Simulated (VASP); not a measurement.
A run of VASP 6.6.1 is set up as follows.

The input INCAR:

```
  PREC = Accurate
  ENCUT = 520
  EDIFF = 1E-8
  ISMEAR = -1
  SIGMA = 0.05
  LREAL = False
  LASPH = True
  NELM = 150
  ALGO = Normal
  ISIF = 2
  LWAVE = False
  LCHARG = False
  ISPIN = 2
  MAGMOM = 4 0
  LORBIT = 11
  LMAXMIX = 4
  GGA = PE
  LEFG = True
  NBANDS = 20
```

KPOINTS

```
Automatic mesh
0
Gamma
  15 15 15
```

POSCAR

```
MnSi
1.0
    0.0000000000      2.4543739545      2.4543739545
    2.4543739545      0.0000000000      2.4543739545
    2.4543739545      2.4543739545      0.0000000000
Mn Si
1 1
Direct
    0.0000000000      0.0000000000      0.0000000000
    0.5000000000      0.5000000000      0.5000000000
```

Potentials or basis: VASP PAW PBE potentials, release 64 (Mn_pv, Si).

Run with:

```bash
$ cat potpaw_PBE.64/Mn_pv/POTCAR potpaw_PBE.64/Si/POTCAR > POTCAR
$ mpirun -np 1 vasp_std > vasp.out
```

(1) What does it give for the site moments?

(2) Predict the pressure.

Results:

(1) Mn +2.73; Si -0.12 μB.

(2) -3.2 GPa.

Caveat: the cell stands under tension.
